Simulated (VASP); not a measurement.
**P: single point with r2SCAN**

P:

```
P
1.0
     1.66141   -5.09728    0.00000
     1.66141    5.09728    0.00000
     0.00000    0.00000    4.16484
P
4
Direct
  0.89363 0.10637 0.07189
  0.60637 0.39363 0.57189
  0.10637 0.89363 0.92811
  0.39363 0.60637 0.42811
```

| Item | Value |
| --- | --- |
| Program | VASP 6.6.1 |
| Task | single point |
| Functional | r2SCAN |
| Potentials or basis | VASP PAW PBE potentials, release 64 (P) |
| Cutoff | 520 eV |
| k mesh | 14 × 14 × 10 |
| Occupations | gaussian, width 0.1 eV |
| Spin | no spin polarisation |

| Property | Result |
| --- | --- |
| Pressure | 2.2 GPa |
| Largest force | 0.455 eV/Å |
| Band gap on the k mesh | zero (bands 10 and 11 overlap by 0.21 eV) |

Forces on the atoms (eV/Å):
```
P    0.000 -0.267  0.368
P    0.000  0.267  0.368
P    0.000  0.267 -0.368
P    0.000 -0.267 -0.368
```

Stress tensor (GPa, compression positive):
```
2.02 0.00 0.00
0.00 2.28 0.00
0.00 0.00 2.40
```

Levels at points of the mesh, in eV from the Fermi level:
| k point | band 7 | band 8 | band 9 | band 10 | band 11 | band 12 | band 13 | band 14 |
| --- | --- | --- | --- | --- | --- | --- | --- | --- |
| (0.00, 0.00, 0.00) | -4.48 | -3.15 | -2.99 | -1.58 | 1.06 | 1.37 | 2.01 | 3.53 |
| (0.50, 0.00, 0.00) | -3.51 | -3.51 | -2.88 | -2.88 | 0.86 | 0.86 | 1.19 | 1.19 |
| (0.50, 0.50, 0.00) | -4.77 | -2.48 | -2.06 | -0.37 | 0.39 | 0.72 | 2.61 | 3.22 |
| (0.00, 0.00, 0.50) | -3.44 | -3.44 | -1.03 | -1.03 | 1.58 | 1.58 | 2.25 | 2.25 |
| (0.50, 0.00, 0.50) | -6.17 | -6.17 | -2.36 | -2.36 | 1.72 | 1.72 | 4.94 | 4.94 |
| (0.50, 0.50, 0.50) | -2.71 | -2.71 | -1.38 | -1.38 | 1.40 | 1.40 | 2.84 | 2.84 |

Run time: 29 min on 1 thread of Intel Xeon 8259CL, on a shared host, peak memory 0.44 GiB.

Caveat: the PAW data sets were made with another functional, which shifts forces and pressure a little.
